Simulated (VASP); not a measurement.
Zn:

```
Zn
1.0
     0.00000    2.71000    2.71000
     2.71000    0.00000    2.71000
     2.71000    2.71000    0.00000
Zn
2
Direct
  0.00000 0.00000 0.00000
  0.25000 0.25000 0.25000
```

* Program: VASP 6.6.1
* Task: relaxation of cell and atoms
* Functional: PBE
* Potentials or basis: VASP PAW PBE potentials, release 64 (Zn)
* Cutoff: 600 eV
* k mesh: 7 × 7 × 7
* Occupations: fermi-dirac, width 0.1 eV
* Spin: no spin polarisation

At the start: pressure 10.4 GPa; volume 19.90 Å³/atom.

Task: Where does the relaxation end?

Result: Over 4 steps the energy falls by 132.1 meV/atom and the volume is 25.05 Å³/atom (+25.9 %); space group Fd-3m (No. 227, to 0.05 Å).

Step by step:
```tsv
step	energy change (eV)	largest force (eV/Å)	pressure (GPa)	volume (Å³)
1	0.0000	0.0000	10.37	39.81
2	-0.2545	0.0000	1.41	47.69
3	-0.2624	0.0000	-0.54	51.11
4	-0.2643	0.0000	-0.03	50.10
```

Final structure:
```cif
data_structure
_symmetry_space_group_name_H-M 'P 1'
_symmetry_Int_Tables_number 1
_cell_length_a 4.1378
_cell_length_b 4.1378
_cell_length_c 4.1378
_cell_angle_alpha 60.000
_cell_angle_beta 60.000
_cell_angle_gamma 60.000
_cell_volume 50.10
loop_
_atom_site_label
_atom_site_type_symbol
_atom_site_fract_x
_atom_site_fract_y
_atom_site_fract_z
_atom_site_occupancy
Zn1 Zn 0.00000 0.00000 0.00000 1
Zn2 Zn 0.25000 0.25000 0.25000 1
```

Caveat: the volume moved by over 15 % at a fixed basis, so the end points are rough.
